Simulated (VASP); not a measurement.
# Cu (a cell with a defect) in VASP: single point with PBE

Aim: the single point of Cu (a cell with a defect) with PBE.

All numbers are computed with VASP 6.6.1; they aren't measurements. Logs are shortened: lines on timing, memory, paths and dates and some standing lists are left out, and cuts for length are marked.

## 1. The cell of the first run

The cell holds a defect, 31 atoms: a = 7.260 Å, b = 7.260 Å, c = 7.260 Å, α = 90.00°, β = 90.00°, γ = 90.00°.

## 2. Single point, PBE

File INCAR:

```
SYSTEM = Cu
PREC = Accurate ; ENCUT = 520
EDIFF = 1E-6 ; ISMEAR = 0
SIGMA = 0.05 ; LREAL = Auto
LASPH = .True. ; NELM = 120
ALGO = Normal ; ISIF = 2
LWAVE = .False. ; LCHARG = .False.
GGA = PE ; NBANDS = 192
GGA_COMPAT = .False.
```

File KPOINTS:

```
Automatic mesh
0
Gamma
  1 1 1
  0 0 0
```

File POSCAR:

```
Cu
1.0
    7.2600000000      0.0000000000      0.0000000000
    0.0000000000      7.2600000000      0.0000000000
    0.0000000000      0.0000000000      7.2600000000
Cu
31
Direct
    0.9963910000      0.2506090000      0.2482090000
    0.2514310000      0.0017320000      0.2440160000
    0.2432940000      0.2546480000      0.9966850000
    0.9963410000      0.0068270000      0.4995900000
    0.0046340000      0.2496740000      0.7519160000
    0.2451880000      0.0018580000      0.7550690000
    0.2503190000      0.2533230000      0.5023610000
    0.9939950000      0.5035570000      0.0012550000
    0.9972630000      0.7435400000      0.2550350000
    0.2496250000      0.5030140000      0.2552180000
    0.2529490000      0.7558000000      0.9985530000
    0.0041450000      0.4992370000      0.5060000000
    0.0052190000      0.7444550000      0.7449860000
    0.2461020000      0.5064120000      0.7491210000
    0.2517440000      0.7472590000      0.5001000000
    0.4984280000      0.9979460000      0.0011720000
    0.5011600000      0.2555680000      0.2525070000
    0.7559080000      0.0049090000      0.2567630000
    0.7523590000      0.2453590000      0.0049670000
    0.5064000000      0.0055740000      0.5009520000
    0.5029450000      0.2460210000      0.7545680000
    0.7510130000      0.9970380000      0.7439870000
    0.7548750000      0.2567470000      0.4943320000
    0.5041400000      0.4987670000      0.9951900000
    0.4971610000      0.7537020000      0.2551350000
    0.7437220000      0.5015780000      0.2437320000
    0.7530090000      0.7476720000      0.0052470000
    0.5066200000      0.5000750000      0.5068670000
    0.4973780000      0.7441730000      0.7513740000
    0.7435450000      0.4958320000      0.7487320000
    0.7515220000      0.7452640000      0.4936970000
```

Potentials or basis: VASP PAW PBE potentials, release 64 (Cu).

On the command line:

```console
$ cat potpaw_PBE.64/Cu/POTCAR > POTCAR
$ mpirun -np 1 vasp_gam > vasp.out
```

OUTCAR:

```text
SYSTEM = Cu
   PREC = Accurate
   ENCUT = 520
   EDIFF = 1E-6
   ISMEAR = 0
   LREAL = Auto
   LASPH = .True.
   NELM = 120
   ISIF = 2
   GGA = PE

 ion  position               nearest neighbor table
   1  0.996  0.251  0.248-  18 2.50  19 2.50  23 2.50   4 2.54   3 2.56   8 2.57  26 2.59   2 2.59
                            10 2.60  12 2.60   7 2.61
   2  0.251  0.002  0.244-  16 2.51  11 2.52  25 2.54   3 2.57  17 2.59   1 2.59   7 2.62  15 2.62
                             4 2.62  20 2.63   9 2.63
   3  0.243  0.255  0.997-   5 2.48   6 2.54   8 2.56   1 2.56  14 2.56   2 2.57  21 2.58  24 2.59
                            10 2.60  16 2.63  17 2.64
   4  0.996  0.007  0.500-  18 2.48  22 2.52  23 2.52   1 2.54   5 2.54   7 2.57   6 2.59  31 2.60
                             9 2.61  13 2.61   2 2.62  15 2.64
   5  0.005  0.250  0.752-   3 2.48   6 2.51   7 2.54   4 2.54  12 2.54  14 2.56   8 2.58  19 2.59
                            22 2.60  30 2.61  23 2.61
   6  0.245  0.002  0.755-   5 2.51  11 2.51   3 2.54  13 2.56  16 2.56  21 2.58   7 2.59   4 2.59
                            15 2.62  29 2.62  20 2.65
   7  0.250  0.253  0.502-  12 2.53   5 2.54  10 2.55  14 2.57   4 2.57  17 2.57  28 2.58  20 2.59
                             6 2.59  21 2.59   1 2.61   2 2.62
   8  0.994  0.504  0.001-  27 2.49  26 2.53   9 2.54  13 2.55   3 2.56   1 2.57  19 2.57  30 2.58
                             5 2.58  14 2.59  10 2.62  11 2.62
   9  0.997  0.744  0.255-  31 2.49  10 2.53   8 2.54  27 2.54  12 2.54  26 2.55  15 2.57  18 2.58
[... 31 lines left out ...]
  25  0.497  0.754  0.255-  15 2.52  31 2.53   2 2.54  20 2.56  10 2.56  16 2.56  26 2.56  11 2.57
                            28 2.60  27 2.60  18 2.62  24 2.64
  26  0.744  0.502  0.244-  27 2.49  24 2.51  17 2.51   8 2.53  31 2.54  19 2.54  23 2.54   9 2.55
                            25 2.56  28 2.57   1 2.59  12 2.68
  27  0.753  0.748  0.005-  26 2.49   8 2.49   9 2.54  24 2.56  16 2.59  25 2.60  30 2.61  18 2.61
                            29 2.62  22 2.62  13 2.63
  28  0.507  0.500  0.507-  30 2.46  29 2.51  31 2.52  23 2.53  17 2.56  26 2.57  21 2.58  15 2.58
                            14 2.58   7 2.58  25 2.60  10 2.61
  29  0.497  0.744  0.751-  28 2.51  14 2.51  24 2.51  11 2.53  30 2.54  15 2.55  16 2.59  22 2.60
                            27 2.62   6 2.62  31 2.63  20 2.63
  30  0.744  0.496  0.749-  28 2.46  24 2.49  21 2.52  23 2.54  29 2.54   8 2.58  12 2.59  31 2.59
                            19 2.60   5 2.61  27 2.61  13 2.62
  31  0.752  0.745  0.494-   9 2.49  28 2.52  25 2.53  26 2.54  18 2.55  12 2.56  22 2.58  30 2.59
                            13 2.59  20 2.60   4 2.60  29 2.63

  LATTYP: Found a simple cubic cell.
 ALAT       =     7.2600000000

  Lattice vectors:

 A1 = (   7.2600000000,   0.0000000000,   0.0000000000)
 A2 = (   0.0000000000,   7.2600000000,   0.0000000000)
 A3 = (   0.0000000000,   0.0000000000,   7.2600000000)

Analysis of symmetry for initial positions (statically):
=====================================================================
 Subroutine PRICEL returns:
 Original cell was already a primitive cell.

 Routine SETGRP: Setting up the symmetry group for a
 simple cubic supercell.

 Subroutine GETGRP returns: Found  1 space group operations
 (whereof  1 operations were pure point group operations)
 out of a pool of 48 trial point group operations.

The static configuration has the point symmetry C_1 .

Analysis of symmetry for dynamics (positions and initial velocities):
=====================================================================
 Subroutine PRICEL returns:
 Original cell was already a primitive cell.

 Routine SETGRP: Setting up the symmetry group for a
 simple cubic supercell.

 Subroutine GETGRP returns: Found  1 space group operations
 (whereof  1 operations were pure point group operations)
 out of a pool of 48 trial point group operations.

The dynamic configuration has the point symmetry C_1 .

 Subroutine INISYM returns: Found  1 space group operations
 (whereof  1 operations are pure point group operations),
 and found     1 'primitive' translations

----------------------------------------------------------------------------------------

                                     Primitive cell

  volume of cell :     382.6572

  direct lattice vectors                    reciprocal lattice vectors
     7.260000000  0.000000000  0.000000000     0.137741047  0.000000000  0.000000000
     0.000000000  7.260000000  0.000000000     0.000000000  0.137741047  0.000000000
     0.000000000  0.000000000  7.260000000     0.000000000  0.000000000  0.137741047

  length of vectors
     7.260000000  7.260000000  7.260000000     0.137741047  0.137741047  0.137741047

  position of ions in fractional coordinates (direct lattice)
[... 67 lines left out ...]

 KPOINTS: Automatic mesh

Automatic generation of k-mesh.
 Grid dimensions read from file:
 generate k-points for:    1    1    1

 Generating k-lattice:

  Cartesian coordinates                     Fractional coordinates (reciprocal lattice)
     0.137741047  0.000000000  0.000000000     1.000000000  0.000000000  0.000000000
     0.000000000  0.137741047  0.000000000     0.000000000  1.000000000  0.000000000
     0.000000000  0.000000000  0.137741047     0.000000000  0.000000000  1.000000000

  Length of vectors
     0.137741047  0.137741047  0.137741047

  Shift w.r.t. Gamma in fractional coordinates (k-lattice)
     0.000000000  0.000000000  0.000000000

 Subroutine IBZKPT returns following result:
 ===========================================

 Found      1 irreducible k-points:

 Following reciprocal coordinates:
            Coordinates               Weight
  0.000000  0.000000  0.000000      1.000000
   k-points           NKPTS =      1   k-points in BZ     NKDIM =      1   number of bands    NBANDS=    192
   number of dos      NEDOS =    301   number of ions     NIONS =     31
   total plane-waves  NPLWV = 157464
   dimension x,y,z NGX =    54 NGY =   54 NGZ =   54
   dimension x,y,z NGXF=   108 NGYF=  108 NGZF=  108
   ions per type =              31
   NGX,Y,Z   is equivalent  to a cutoff of  12.37, 12.37, 12.37 a.u.
   NGXF,Y,Z  is equivalent  to a cutoff of  24.73, 24.73, 24.73 a.u.
 SYSTEM =  Cu
   PREC   = accura    normal or accurate (medium, high low for compatibility)
   ISTART =      0    job   : 0-new  1-cont  2-samecut
   ICHARG =      2    charge: 1-file 2-atom 10-const
   ISPIN  =      1    spin polarized calculation?
   LNONCOLLINEAR =      F non collinear calculations
   LSORBIT =      F    spin-orbit coupling
   LASPH  =      T    aspherical Exc in radial PAW
   ENCUT  =  520.0 eV  38.22 Ry    6.18 a.u.  13.50 13.50 13.50*2*pi/ulx,y,z
   NELM   =    120;   NELMIN=  2; NELMDL= -5     # of ELM steps
   EDIFF  = 0.1E-05   stopping-criterion for ELM
   LREAL  =      T    real-space projection
   EDIFFG = 0.1E-04   stopping-criterion for IOM
   NSW    =      0    number of steps for IOM
   IBRION =     -1    ionic relax: 0-MD 1-quasi-New 2-CG
   NFREE  =      0    steps in history (QN), initial steepest desc. (CG)
   ISIF   =      2    stress and relaxation
   ISYM   =      2    0-nonsym 1-usesym 2-fastsym
   POTIM  = 0.5000    time-step for ionic-motion
   TEBEG  =    0.0;   TEEND  =   0.0 temperature during run
   PSTRESS=    0.0 pullay stress
   NELECT =     341.0000    total number of electrons
   NUPDOWN=      -1.0000    fix difference up-down
   EMIN   =  10.00;   EMAX   =-10.00  energy-range for DOS
   EFERMI =   0.00;   METHOD = LEGACY
   ISMEAR =     0;   SIGMA  =   0.05  broadening in eV -4-tet -1-fermi 0-gaus
   EFERMI_NEDOS =   21; number of points for ismear=-14 and -15
   IALGO  =     38    algorithm
   IMIX   =      4    mixing-type and parameters
     AMIX     =   0.40;   BMIX     =  1.00
     AMIX_MAG =   1.60;   BMIX_MAG =  1.00
  volume/ion in A,a.u.               =      12.34        83.30
  Fermi-wavevector in a.u.,A,eV,Ry     =   1.575396  2.977066 33.767916  2.481872
  Thomas-Fermi vector in A             =   2.676386
   LORBIT       =      0    0 simple, 1 ext, 2 COOP (PROOUT), +10 PAW based schemes
   GGA     = PE    functional components
   LHFCALC =     F    Hartree Fock is set to
   AEXX    =    0.0000 exact exchange contribution
   IVDW    =     0    specifies the selected vdW correction
   LEPSILON=     F    determine dielectric tensor
   LRPA    =     F    only Hartree local field effects (RPA)
 non-spin polarized calculation
 Gauss-broadening in eV      SIGMA  =   0.05
  energy-cutoff  :      520.00
  volume of cell :      382.66
 maximum number of plane-waves:      5198
 NGX is ok and might be reduce to    54
   NGX = 27   NGY = 27   NGZ = 27

 number of electron     340.9999973 magnetization

 Free energy of the ion-electron system (eV)
  ---------------------------------------------------
  ext. energy  EPLUGINS =         0.00000000
  ---------------------------------------------------
  free energy    TOTEN  =      -107.99738149 eV

  energy without entropy =     -107.79699440  energy(sigma->0) =     -107.89718795

 E-fermi :   6.5876     XC(G=0): -12.4593

 val. band max:        6.5862414348   @ k =   0.0000   0.0000   0.0000
 cond. band min:       6.5936024221   @ k =   0.0000   0.0000   0.0000
 fundamental gap:      0.0073609873
 Fermi energy:         6.5876113896

 k-point     1 :       0.0000    0.0000    0.0000
  band No.  band energies     occupation
      1      -2.0362      2.00000
      2       0.5664      2.00000
      3       0.6014      2.00000
      4       0.6292      2.00000
      5       0.6314      2.00000
      6       0.6781      2.00000
[... 174 lines left out ...]
    181       8.8213      0.00000
    182      10.6260      0.00000
 [bands above 182 left out]

------------------------ aborting loop because EDIFF is reached ----------------------------------------

  FORCE on cell =-STRESS in cart. coord.  units (eV):
  Direction    XX          YY          ZZ          XY          YZ          ZX
  --------------------------------------------------------------------------------------
  -------------------------------------------------------------------------------------
  Total       -2.1144070     -1.4199602     -0.8261639      0.0469955      0.3807016      0.1633437
  in kB       -8.8529763     -5.9453428     -3.4591306      0.1967693      1.5939892      0.6839167
  external PRESSURE =      -6.0858166 kB  Pullay stress =       0.0000000 kB

 VOLUME and BASIS-vectors are now :
 -----------------------------------------------------------------------------
  energy-cutoff  :      520.00
  volume of cell :      382.66
      direct lattice vectors                 reciprocal lattice vectors
     7.260000000  0.000000000  0.000000000     0.137741047  0.000000000  0.000000000
     0.000000000  7.260000000  0.000000000     0.000000000  0.137741047  0.000000000
     0.000000000  0.000000000  7.260000000     0.000000000  0.000000000  0.137741047

 POSITION                                       TOTAL-FORCE (eV/Angst)
 -----------------------------------------------------------------------------------
      7.23380      1.81942      1.80200         0.261961      0.171731      0.143684
      1.82539      0.01257      1.77156        -0.029547      0.090015      0.390148
      1.76631      1.84874      7.23593         0.353330      0.103818      0.167538
      7.23344      0.04956      3.62702         0.349996     -0.140254      0.075106
      0.03364      1.81263      5.45891        -0.216211      0.055993     -0.072603
      1.78006      0.01349      5.48180         0.237455     -0.092680     -0.337681
[... 23 lines left out ...]
      5.39814      3.59974      5.43579         0.489144      0.120718      0.216418
      5.45605      5.41062      3.58424         0.118055      0.229376      0.239683
 -----------------------------------------------------------------------------------
    total drift:                               -0.003027     -0.002007      0.002562

  FREE ENERGIE OF THE ION-ELECTRON SYSTEM (eV)
  ---------------------------------------------------
  free  energy   TOTEN  =      -107.9973814888 eV

  energy  without entropy=     -107.7969944014  energy(sigma->0) =     -107.89718795
```

Wall time 6.3 min (1 thread of Intel Xeon Platinum 8259CL at 2.50GHz (Skylake/Cascade Lake), shared host); peak memory 0.38 GiB.

Results:

```yaml
Free_energy: -107.9974 eV
Pressure: -0.6 GPa
Largest_force: 0.554 eV/Å
Band_gap_on_the_k_mesh: zero (an odd number of electrons rules out a gap without spin polarisation)
```

Forces on the atoms (eV/Å):
```
Cu   0.262  0.172  0.144
Cu  -0.030  0.090  0.390
Cu   0.353  0.104  0.168
Cu   0.350 -0.140  0.075
Cu  -0.216  0.056 -0.073
Cu   0.237 -0.093 -0.338
Cu  -0.028 -0.287 -0.065
Cu   0.280 -0.048 -0.104
Cu   0.150  0.148 -0.002
Cu  -0.035 -0.060 -0.441
Cu  -0.109 -0.439  0.134
Cu  -0.272 -0.014 -0.240
Cu  -0.251  0.146  0.093
Cu   0.118 -0.339  0.345
Cu  -0.085  0.502 -0.027
Cu   0.267  0.161 -0.044
Cu  -0.160 -0.359 -0.204
Cu  -0.394 -0.225 -0.318
Cu  -0.113  0.032 -0.217
Cu  -0.282 -0.143  0.042
Cu  -0.148 -0.109 -0.006
Cu  -0.134  0.011  0.183
Cu   0.004 -0.256  0.218
Cu  -0.330  0.064  0.253
Cu   0.068  0.011 -0.267
Cu   0.290 -0.044  0.163
Cu  -0.246  0.267 -0.196
Cu  -0.294 -0.070 -0.215
Cu   0.141  0.511  0.094
Cu   0.489  0.121  0.216
Cu   0.118  0.229  0.240
```

Stress tensor (GPa, compression positive):
```
-0.89  0.02  0.07
 0.02 -0.59  0.16
 0.07  0.16 -0.35
```

Levels at points of the mesh, in eV from the Fermi level:
| k point | band 168 | band 169 | band 170 | band 171 | band 172 | band 173 | band 174 | band 175 |
| --- | --- | --- | --- | --- | --- | --- | --- | --- |
| (0.00, 0.00, 0.00) | -0.02 | -0.01 | -0.01 | 0.00 | 0.01 | 0.01 | 0.02 | 0.11 |

Caveat: the k points lie up to 0.87 Å⁻¹ apart, too coarse for converged energies and pressures of a metal.
